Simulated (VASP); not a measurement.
# Na6PS3 (Im-3m) in VASP: a series of runs

Runs on Na6PS3. Level: PBE. Tasks: single point, relaxation of cell and atoms.

Everything below comes from runs of VASP 6.6.1. Logs are shortened: lines on timing, memory, paths and dates and some standing lists are left out, and cuts for length are marked.

### Step 1. The cell of the first run

It takes space group Im-3m (No. 229, cubic). Conventional cell: a = 7.537 Å, b = 7.537 Å, c = 7.537 Å, α = 90.00°, β = 90.00°, γ = 90.00°. Within 2.4 Å of Na (site symmetry 4mm) lie 1 S at 1.77 Å and 1 P at 2.00 Å. Within 2.6 Å of P (site symmetry m-3m) lie 6 Na at 2.00 Å. S (site symmetry 4/mmm) has 2 Na at 1.77 Å within 2.4 Å.

The cell was built from a structure type or drawn by symmetry, and may not be a known phase.

### Step 2. Single point, PBE

INCAR

```
PREC = Accurate
ENCUT = 520
EDIFF = 1E-6
ISMEAR = 0
SIGMA = 0.1
LREAL = F
LASPH = T
NELM = 100
ALGO = Normal
ISIF = 2
LWAVE = F
LCHARG = T
GGA = PE
LELF = T
LVHAR = T
NBANDS = 44
```

KPOINTS

```
Automatic mesh
0
Gamma
  4 4 4
```

POSCAR

```
Na6PS3
1.0
   -3.7683812000      3.7683812000      3.7683812000
    3.7683812000     -3.7683812000      3.7683812000
    3.7683812000      3.7683812000     -3.7683812000
Na P S
6 1 3
Direct
    0.0000000000      0.2650785100      0.2650785100
    0.0000000000      0.7349214900      0.7349214900
    0.2650785100      0.0000000000      0.2650785100
    0.7349214900      0.0000000000      0.7349214900
    0.2650785100      0.2650785100      0.0000000000
    0.7349214900      0.7349214900      0.0000000000
    0.0000000000      0.0000000000      0.0000000000
    0.0000000000      0.5000000000      0.5000000000
    0.5000000000      0.0000000000      0.5000000000
    0.5000000000      0.5000000000      0.0000000000
```

Potentials or basis: VASP PAW PBE potentials, release 64 (Na_pv, P, S).

Started as:

```console
> cat potpaw_PBE.64/Na_pv/POTCAR potpaw_PBE.64/P/POTCAR potpaw_PBE.64/S/POTCAR > POTCAR
> mpirun -np 1 vasp_std > vasp.out
```

OUTCAR:

```text
PREC = Accurate
   ENCUT = 520
   EDIFF = 1E-6
   ISMEAR = 0
   LREAL = F
   LASPH = T
   NELM = 100
   ISIF = 2
   GGA = PE

 ion  position               nearest neighbor table
   1  0.000  0.265  0.265-   8 1.77   7 2.00
   2  0.000  0.735  0.735-   8 1.77   7 2.00
   3  0.265  0.000  0.265-   9 1.77   7 2.00
   4  0.735  0.000  0.735-   9 1.77   7 2.00
   5  0.265  0.265  0.000-  10 1.77   7 2.00
   6  0.735  0.735  0.000-  10 1.77   7 2.00
   7  0.000  0.000  0.000-   1 2.00   2 2.00   3 2.00   4 2.00   5 2.00   6 2.00
   8  0.000  0.500  0.500-   1 1.77   2 1.77
   9  0.500  0.000  0.500-   3 1.77   4 1.77
  10  0.500  0.500  0.000-   5 1.77   6 1.77

  LATTYP: Found a body centered cubic cell.
 ALAT       =     7.5367624000

  Lattice vectors:

 A1 = (  -3.7683812000,   3.7683812000,   3.7683812000)
 A2 = (   3.7683812000,  -3.7683812000,   3.7683812000)
 A3 = (   3.7683812000,   3.7683812000,  -3.7683812000)

Analysis of symmetry for initial positions (statically):
=====================================================================
 Subroutine PRICEL returns:
 Original cell was already a primitive cell.

 Routine SETGRP: Setting up the symmetry group for a
 body centered cubic supercell.

 Subroutine GETGRP returns: Found 48 space group operations
 (whereof 48 operations were pure point group operations)
 out of a pool of 48 trial point group operations.

The static configuration has the point symmetry O_h .

Analysis of symmetry for dynamics (positions and initial velocities):
=====================================================================
 Subroutine PRICEL returns:
 Original cell was already a primitive cell.

 Routine SETGRP: Setting up the symmetry group for a
 body centered cubic supercell.

 Subroutine GETGRP returns: Found 48 space group operations
 (whereof 48 operations were pure point group operations)
 out of a pool of 48 trial point group operations.

The dynamic configuration has the point symmetry O_h .

 Subroutine INISYM returns: Found 48 space group operations
 (whereof 48 operations are pure point group operations),
 and found     1 'primitive' translations

----------------------------------------------------------------------------------------

                                     Primitive cell

  volume of cell :     214.0546

  direct lattice vectors                    reciprocal lattice vectors
    -3.768381200  3.768381200  3.768381200     0.000000000  0.132682967  0.132682967
     3.768381200 -3.768381200  3.768381200     0.132682967  0.000000000  0.132682967
     3.768381200  3.768381200 -3.768381200     0.132682967  0.132682967  0.000000000

  length of vectors
     6.527027701  6.527027701  6.527027701     0.187642052  0.187642052  0.187642052

  position of ions in fractional coordinates (direct lattice)
     0.000000000  0.265078510  0.265078510
     0.000000000  0.734921490  0.734921490
     0.265078510  0.000000000  0.265078510
     0.734921490  0.000000000  0.734921490
     0.265078510  0.265078510  0.000000000
     0.734921490  0.734921490  0.000000000
     0.000000000  0.000000000  0.000000000
     0.000000000  0.500000000  0.500000000
     0.500000000  0.000000000  0.500000000
     0.500000000  0.500000000  0.000000000

  ion indices of the primitive-cell ions
   primitive index   ion index
                 1           1
                 2           2
                 3           3
                 4           4
                 5           5
                 6           6
                 7           7
                 8           8
                 9           9
                10          10

----------------------------------------------------------------------------------------

 KPOINTS: Automatic mesh

Automatic generation of k-mesh.
 Grid dimensions read from file:
 generate k-points for:    4    4    4

 Generating k-lattice:

  Cartesian coordinates                     Fractional coordinates (reciprocal lattice)
     0.000000000  0.033170742  0.033170742     0.250000000  0.000000000  0.000000000
[... 46 lines left out ...]
 maximum number of plane-waves:      5775
 NGX is ok and might be reduce to    50
   NGX = 25   NGY = 25   NGZ = 25

 number of electron      64.9999970 magnetization

 Free energy of the ion-electron system (eV)
  ---------------------------------------------------
  ext. energy  EPLUGINS =         0.00000000
  ---------------------------------------------------
  free energy    TOTEN  =         7.68727636 eV

  energy without entropy =        7.76705175  energy(sigma->0) =        7.72716406

 E-fermi :   1.8283     XC(G=0):  -7.8935

 val. band max:        1.8169095375   @ k =   0.2500   0.0000   0.0000
 cond. band min:       1.8316154748   @ k =   0.5000   0.5000   0.2500
 fundamental gap:      0.0147059374
 Fermi energy:         1.8283277645

 k-point     1 :       0.0000    0.0000    0.0000
  band No.  band energies     occupation
      1     -23.7375      2.00000
      2     -23.3134      2.00000
      3     -23.3134      2.00000
      4     -23.3058      2.00000
      5     -23.3058      2.00000
      6     -23.3058      2.00000
[... 36 lines left out ...]
     43       9.4940      0.00000
     44       9.8384      0.00000

 k-point     2 :       0.2500    0.0000    0.0000
  band No.  band energies     occupation
      1     -23.7056      2.00000
      2     -23.3985      2.00000
      3     -23.3822      2.00000
      4     -23.3058      2.00000
      5     -23.2709      2.00000
      6     -23.2181      2.00000
[... 36 lines left out ...]
     43       8.9661      0.00000
     44       9.5697      0.00000

 k-point     3 :       0.5000    0.0000    0.0000
  band No.  band energies     occupation
      1     -23.6640      2.00000
      2     -23.4364      2.00000
      3     -23.4346      2.00000
      4     -23.3057      2.00000
      5     -23.2604      2.00000
      6     -23.1793      2.00000
[... 224 lines left out ...]
     43       8.1093      0.00000
     44       8.7791      0.00000

 k-point     8 :       0.5000    0.5000    0.5000
  band No.  band energies     occupation
      1     -23.7336      2.00000
      2     -23.3158      2.00000
      3     -23.3158      2.00000
      4     -23.3057      2.00000
      5     -23.3057      2.00000
      6     -23.3057      2.00000
[... 36 lines left out ...]
     43       7.0998      0.00000
     44       7.7764      0.00000

------------------------ aborting loop because EDIFF is reached ----------------------------------------

  FORCE on cell =-STRESS in cart. coord.  units (eV):
  Direction    XX          YY          ZZ          XY          YZ          ZX
  --------------------------------------------------------------------------------------
  -------------------------------------------------------------------------------------
  Total       81.1020262     81.1020262     81.1020262      0.0000000     -0.0000000      0.0000000
  in kB      607.0406999    607.0406999    607.0406999      0.0000000     -0.0000000      0.0000000
  external PRESSURE =     607.0406999 kB  Pullay stress =       0.0000000 kB

 VOLUME and BASIS-vectors are now :
 -----------------------------------------------------------------------------
  energy-cutoff  :      520.00
  volume of cell :      214.05
      direct lattice vectors                 reciprocal lattice vectors
    -3.768381200  3.768381200  3.768381200     0.000000000  0.132682967  0.132682967
     3.768381200 -3.768381200  3.768381200     0.132682967  0.000000000  0.132682967
     3.768381200  3.768381200 -3.768381200     0.132682967  0.132682967  0.000000000

 POSITION                                       TOTAL-FORCE (eV/Angst)
 -----------------------------------------------------------------------------------
      1.99783      0.00000      0.00000        -4.816236      0.000000     -0.000000
      5.53893      0.00000      0.00000         4.816236      0.000000     -0.000000
      0.00000      1.99783      0.00000        -0.000000     -4.816236     -0.000000
      0.00000      5.53893      0.00000        -0.000000      4.816236     -0.000000
      0.00000      0.00000      1.99783        -0.000000      0.000000     -4.816236
      0.00000      0.00000      5.53893        -0.000000      0.000000      4.816236
      0.00000      0.00000      0.00000        -0.000000      0.000000      0.000000
      3.76838      0.00000      0.00000        -0.000000      0.000000     -0.000000
      0.00000      3.76838      0.00000        -0.000000      0.000000      0.000000
      0.00000      0.00000      3.76838        -0.000000      0.000000     -0.000000
 -----------------------------------------------------------------------------------
    total drift:                                0.000000      0.000000     -0.000000

  FREE ENERGIE OF THE ION-ELECTRON SYSTEM (eV)
  ---------------------------------------------------
  free  energy   TOTEN  =         7.6872763621 eV

  energy  without entropy=        7.7670517498  energy(sigma->0) =        7.72716406
```

Run time: 46 s. Hardware: 1 thread of AMD EPYC 9R45 (Zen 5), shared host; peak memory 0.32 GiB.

What came out:

| Item | Value |
| --- | --- |
| Free energy | 7.6873 eV |
| Pressure | 60.7 GPa |
| Largest force | 4.816 eV/Å |
| Band gap on the k mesh | zero (an odd number of electrons rules out a gap without spin polarisation) |

Forces in eV/Å, atoms in the order of the input:
```
Na  -4.816  0.000  0.000
Na   4.816  0.000  0.000
Na   0.000 -4.816  0.000
Na   0.000  4.816  0.000
Na   0.000  0.000 -4.816
Na   0.000  0.000  4.816
P    0.000  0.000  0.000
S    0.000  0.000  0.000
S    0.000  0.000  0.000
S    0.000  0.000  0.000
```

Levels at points of the mesh, in eV from the Fermi level:
```
           k point  band 30  band 31  band 32  band 33  band 34  band 35
(0.00, 0.00, 0.00)    -0.35    -0.35     0.40     0.40     0.40     1.73
(0.50, 0.00, 0.00)    -1.32    -0.56    -0.48    -0.33     0.38     3.47
(0.50, 0.50, 0.50)    -0.31    -0.31     0.42     0.42     0.42     4.50
```

Caveat: atoms lie so close that the PAW spheres overlap strongly, which falsifies energies and pressures; the cell stands under pressure; forces of over 1 eV/Å act on the atoms, so gaps and moduli don't describe the material at rest.

### Step 3. Single point, PBE

This run uses another cell than the first one, of 58.67 Å³/atom.

INCAR

```
ALGO = Normal ; EDIFF = 1E-7
ENCUT = 520 ; GGA = PE
ISIF = 2 ; ISMEAR = 0
LASPH = True ; LCHARG = False
LREAL = False ; LWAVE = False
NBANDS = 44 ; NELM = 60
PREC = Accurate ; SIGMA = 0.1
```

KPOINTS

```
k-points
0
Gamma
  4 4 4
```

POSCAR

```
Na6PS3
1.0
   -5.2736690933      5.2736690933      5.2736690933
    5.2736690933     -5.2736690933      5.2736690933
    5.2736690933      5.2736690933     -5.2736690933
Na P S
6 1 3
Direct
    0.0000000000      0.2589095836      0.2589095836
    0.0000000000      0.7410904164      0.7410904164
    0.2589095836      0.0000000000      0.2589095836
    0.7410904164      0.0000000000      0.7410904164
    0.2589095836      0.2589095836      0.0000000000
    0.7410904164      0.7410904164      0.0000000000
    0.0000000000      0.0000000000      0.0000000000
    0.0000000000      0.5000000000      0.5000000000
    0.5000000000      0.0000000000      0.5000000000
    0.5000000000      0.5000000000      0.0000000000
```

Potentials or basis: VASP PAW PBE potentials, release 64 (Na_pv, P, S).

Started as:

```console
> cat potpaw_PBE.64/Na_pv/POTCAR potpaw_PBE.64/P/POTCAR potpaw_PBE.64/S/POTCAR > POTCAR
> mpirun -np 1 vasp_std > vasp.out
```

Wall time 3 min (1 thread of AMD EPYC 9R45 (Zen 5), shared host); peak memory 0.73 GiB.

The run converged. Its results:

```
Free energy            : -25.1889 eV
Pressure               : 0.3 GPa
Largest force          : 0.026 eV/Å
Band gap on the k mesh : zero (an odd number of electrons rules out a gap without spin polarisation)
```

Forces on the atoms (eV/Å):
```
Na  -0.026  0.000  0.000
Na   0.026  0.000  0.000
Na   0.000 -0.026  0.000
Na   0.000  0.026  0.000
Na   0.000  0.000 -0.026
Na   0.000  0.000  0.026
P    0.000  0.000  0.000
S    0.000  0.000  0.000
S    0.000  0.000  0.000
S    0.000  0.000  0.000
```

Levels at points of the mesh, in eV from the Fermi level:
```tsv
k point	band 30	band 31	band 32	band 33	band 34	band 35
(0.00, 0.00, 0.00)	-0.07	-0.07	0.05	0.05	0.05	2.28
(0.50, 0.00, 0.00)	-0.12	-0.11	-0.10	-0.05	0.03	2.98
(0.50, 0.50, 0.50)	-0.04	-0.04	0.04	0.04	0.04	3.14
```

### Step 4. Relaxation of cell and atoms, PBE

INCAR

```
SYSTEM = Na6PS3
PREC     = Accurate       ! precision mode
ENCUT    = 600            ! plane-wave cutoff, eV
EDIFF    = 1E-6           ! SCF threshold, eV
ISMEAR   = 0              ! smearing method
SIGMA    = 0.1            ! smearing width, eV
LREAL    = .False.        ! projectors in reciprocal space
LASPH    = .True.         ! aspherical terms in the spheres
NELM     = 80             ! most SCF steps
ALGO     = Normal         ! electronic algorithm
ISIF     = 3              ! what is computed and relaxed
LWAVE    = .False.        ! write WAVECAR
LCHARG   = .False.        ! write CHGCAR
GGA      = PE             ! functional
IBRION   = 2              ! ionic algorithm
NSW      = 90             ! ionic steps
EDIFFG   = -0.04          ! ionic threshold
```

KPOINTS

```
regular mesh
0
Gamma
  4 4 4
  0 0 0
```

POSCAR

```
Na6PS3
1.0
   -3.7683812000      3.7683812000      3.7683812000
    3.7683812000     -3.7683812000      3.7683812000
    3.7683812000      3.7683812000     -3.7683812000
Na P S
6 1 3
Direct
    0.0000000000      0.2650785100      0.2650785100
    0.0000000000      0.7349214900      0.7349214900
    0.2650785100      0.0000000000      0.2650785100
    0.7349214900      0.0000000000      0.7349214900
    0.2650785100      0.2650785100      0.0000000000
    0.7349214900      0.7349214900      0.0000000000
    0.0000000000      0.0000000000      0.0000000000
    0.0000000000      0.5000000000      0.5000000000
    0.5000000000      0.0000000000      0.5000000000
    0.5000000000      0.5000000000      0.0000000000
```

Started as:

```console
> cat potpaw_PBE.64/Na_pv/POTCAR potpaw_PBE.64/P/POTCAR potpaw_PBE.64/S/POTCAR > POTCAR
> mpirun -np 1 vasp_std > vasp.out
```

Run time: 7.9 min. Hardware: 1 thread of AMD EPYC 9R45 (Zen 5), shared host; peak memory 0.42 GiB.

Results (log left out):

```
Free energy                           : -25.0709 eV
Relaxed volume                        : 60.58 Å³/atom
Relaxed cell                          : a = 9.232 Å, b = 9.232 Å, c = 9.232 Å, α = 109.47°, β = 109.47°, γ = 109.47°
Space group after relaxing (to 0.1 Å) : Im-3m (No. 229)
Energy gained by relaxing             : 3275.5 meV/atom
Ionic steps                           : 8
Pressure after relaxing               : 0.0 GPa
Largest force after relaxing          : 0.012 eV/Å
Band gap on the k mesh                : zero (an odd number of electrons rules out a gap without spin polarisation)
```

Forces in eV/Å, atoms in the order of the input:
```
Na  -0.012  0.000  0.000
Na   0.012  0.000  0.000
Na   0.000 -0.012  0.000
Na   0.000  0.012  0.000
Na   0.000  0.000 -0.012
Na   0.000  0.000  0.012
P    0.000  0.000  0.000
S    0.000  0.000  0.000
S    0.000  0.000  0.000
S    0.000  0.000  0.000
```

Step by step:
| step | energy change (eV) | largest force (eV/Å) | pressure (GPa) | volume (Å³) |
| --- | --- | --- | --- | --- |
| 1 | 0.0000 | 4.8167 | 60.72 | 214.05 |
| 2 | -31.4649 | 1.7272 | 1.06 | 576.53 |
| 3 | -31.4779 | 1.6886 | 0.90 | 586.75 |
| 4 | -32.2129 | 0.9828 | 0.11 | 611.60 |
| 5 | -32.6042 | 0.3210 | -0.57 | 648.74 |
| 6 | -32.6131 | 0.2508 | -0.64 | 654.10 |
| 7 | -32.7285 | 0.1195 | -0.30 | 626.05 |
| 8 | -32.7555 | 0.0116 | 0.00 | 605.76 |

Final structure:
```
Na P S
1.0
    -5.33025    5.33025    5.33025
     5.33025   -5.33025    5.33025
     5.33025    5.33025   -5.33025
Na P S
6 1 3
Direct
  0.00000 0.25913 0.25913
  0.00000 0.74087 0.74087
  0.25913 0.00000 0.25913
  0.74087 0.00000 0.74087
  0.25913 0.25913 0.00000
  0.74087 0.74087 0.00000
  0.00000 0.00000 0.00000
  0.00000 0.50000 0.50000
  0.50000 0.00000 0.50000
  0.50000 0.50000 0.00000
```

Levels at points of the mesh, in eV from the Fermi level:
| k point | band 29 | band 30 | band 31 | band 32 | band 33 | band 34 | band 35 | band 36 | band 37 | band 38 |
| --- | --- | --- | --- | --- | --- | --- | --- | --- | --- | --- |
| (0.00, 0.00, 0.00) | -0.07 | -0.07 | -0.07 | 0.05 | 0.05 | 0.05 | 2.24 | 3.94 | 3.94 | 3.94 |
| (0.50, 0.00, 0.00) | -0.14 | -0.12 | -0.10 | -0.09 | -0.05 | 0.03 | 2.92 | 3.65 | 4.04 | 4.44 |
| (0.50, 0.50, 0.50) | -0.04 | -0.04 | -0.04 | 0.03 | 0.03 | 0.03 | 3.06 | 4.11 | 4.11 | 4.31 |

Caveat: the volume moved by over 15 % at a fixed basis, so the end points are rough.

### Step 5. Single point, PBE

This run uses another cell than the first one, of 60.89 Å³/atom.

INCAR

```
PREC = Accurate ; ENCUT = 520
EDIFF = 1E-7 ; ISMEAR = 0
SIGMA = 0.1 ; LREAL = F
LASPH = T ; NELM = 100
ALGO = Normal ; ISIF = 2
LWAVE = F ; LCHARG = T
GGA = PE ; LELF = T
LVHAR = T ; NBANDS = 44
```

KPOINTS

```
Automatic mesh
0
Gamma
  6 6 6
```

POSCAR

```
Na6PS3
1.0
   -5.3393359976      5.3393359976      5.3393359976
    5.3393359976     -5.3393359976      5.3393359976
    5.3393359976      5.3393359976     -5.3393359976
Na P S
6 1 3
Direct
    0.0000000000      0.2592507110      0.2592507110
    0.0000000000      0.7407492890      0.7407492890
    0.2592507110      0.0000000000      0.2592507110
    0.7407492890      0.0000000000      0.7407492890
    0.2592507110      0.2592507110      0.0000000000
    0.7407492890      0.7407492890      0.0000000000
    0.0000000000      0.0000000000      0.0000000000
    0.0000000000      0.5000000000      0.5000000000
    0.5000000000      0.0000000000      0.5000000000
    0.5000000000      0.5000000000      0.0000000000
```

Started as:

```console
> cat potpaw_PBE.64/Na_pv/POTCAR potpaw_PBE.64/P/POTCAR potpaw_PBE.64/S/POTCAR > POTCAR
> mpirun -np 1 vasp_std > vasp.out
```

Wall time 7 min (1 thread of AMD EPYC 9R45 (Zen 5), shared host); peak memory 0.85 GiB.

It converged, with:

```yaml
Free_energy: -25.2094 eV
Pressure: 0.0 GPa
Largest_force: 0.014 eV/Å
Band_gap_on_the_k_mesh: zero (an odd number of electrons rules out a gap without spin polarisation)
```

Forces on the atoms (eV/Å):
```
Na  -0.014  0.000  0.000
Na   0.014  0.000  0.000
Na   0.000 -0.014  0.000
Na   0.000  0.014  0.000
Na   0.000  0.000 -0.014
Na   0.000  0.000  0.014
P    0.000  0.000  0.000
S    0.000  0.000  0.000
S    0.000  0.000  0.000
S    0.000  0.000  0.000
```

Levels at points of the mesh, in eV from the Fermi level:
```
           k point  band 30  band 31  band 32  band 33  band 34  band 35
(0.00, 0.00, 0.00)    -0.07    -0.07     0.05     0.05     0.05     2.23
(0.50, 0.00, 0.00)    -0.11    -0.10    -0.09    -0.05     0.03     2.91
(0.50, 0.50, 0.50)    -0.04    -0.04     0.03     0.03     0.03     3.04
```

### Step 6. Summary

| task | cell | k mesh | cutoff (eV) | gap on the mesh (eV) | pressure (GPa) | largest force (eV/Å) |
| --- | --- | --- | --- | --- | --- | --- |
| single point | a = 6.527 Å, angles 109.5°, 10 atoms, atomic positions A | 4 × 4 × 4 | 520 | none | 60.7 | 4.82 |
| single point | a = 9.134 Å, angles 109.5°, 10 atoms, atomic positions B | 4 × 4 × 4 | 520 | none | 0.3 | 0.03 |
| relaxation of cell and atoms | relaxed from a = 6.527 Å, angles 109.5°, 10 atoms, atomic positions A | 4 × 4 × 4 | 600 | none | 0.0 | 0.01 |
| single point | a = 9.248 Å, angles 109.5°, 10 atoms, atomic positions B | 6 × 6 × 6 | 520 | none | 0.0 | 0.01 |

Alike in all rows: level PBE; potentials or basis VASP PAW PBE potentials, release 64 (Na_pv, P, S); no spin polarisation; smearing gaussian 0.1 eV.

Caveats: atoms lie so close that the PAW spheres overlap strongly, which falsifies energies and pressures (at least some runs); the cell stands under pressure (at least some runs); forces of over 1 eV/Å act on the atoms, so gaps and moduli don't describe the material at rest (at least some runs); the volume moved by over 15 % at a fixed basis, so the end points are rough (at least some runs).

Absolute energies hang on the potentials; compare differences alone.
